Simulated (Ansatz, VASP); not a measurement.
**One calculation of YS, two programs**

File INCAR:

```
ALGO = Normal
EDIFF = 1E-7
ENCUT = 520
GGA = CA
ISIF = 2
ISMEAR = -1
LASPH = True
LCHARG = False
LREAL = False
LWAVE = False
NBANDS = 16
NELM = 80
PREC = Accurate
SIGMA = 0.01
```

Contents of KPOINTS:

```
k-points
0
Gamma
  8 8 8
```

The input POSCAR:

```
YS
1.0
   -0.0274365000      2.7299317500      2.7299317500
    2.7299317500     -0.0274365000      2.7299317500
    2.7299317500      2.7299317500     -0.0274365000
Y S
1 1
Direct
    0.5000000000      0.5000000000      0.5000000000
    0.0000000000      0.0000000000      0.0000000000
```

Input for Ansatz:

```yaml
crystal:
  lattice:
    - [-0.0274365, 2.72993175, 2.72993175]
    - [2.72993175, -0.0274365, 2.72993175]
    - [2.72993175, 2.72993175, -0.0274365]
  atoms:
    - { symbol: "Y", position: [0.5, 0.5, 0.5] }
    - { symbol: S, position: [0.0, 0.0, 0.0] }
kpoints:
  mp_grid: { grid: [8, 8, 8] }
  band_path:
    path:
      - [0.0, 0.0, 0.0]
      - [0.5, 0.5, 0.5]
      - [0.2525443832, 0.5, 0.7474556168]
      - [-0.2525443832, 0.2525443832, 0.5]
      - [0.0, 0.0, 0.5]
      - [0.0, 0.0, 0.0]
      - [-0.3762721916, 0.0, 0.3762721916]
      - [0.0, 0.3762721916, 0.6237278084]
      - [0.0, 0.5, 0.5]
    npoints: 5
scf:
  occupations: { method: fermi_dirac, width: 0.01 }
hamiltonian:
  xc: lda
  pseudopotentials: { kind: all_electron, lapw: { basis_error: 0.00025 } }
output:
  forces: true
  stress: true
  eigenvalues: true
```

Change from the starting cell: equal xy, yz and zx shear strains of -1 %.

Alike in both runs: task single point; functional LDA; k mesh 8 × 8 × 8; occupations fermi-dirac, width 0.01 eV; no spin polarisation.

```csv
,VASP,Ansatz
version,VASP 6.6.1,Ansatz 0.2.0
potentials or method,"VASP PAW LDA potentials, release 64 (Y_sv, S), cutoff 520 eV","all-electron LAPW, scalar-relativistic"
```

|  | VASP | Ansatz | Ansatz less VASP |
| --- | --- | --- | --- |
| pressure (GPa) | -3.8 | -3.8 | -0.03 |
| traceless stress, the component that is largest in VASP (GPa) | 0.28 | 0.28 | +0.001 |

LDA's correlation is that of Perdew and Zunger in VASP and of Perdew and Wang (1992) in Ansatz. Ansatz ran all-electron here, and VASP with PAW potentials.
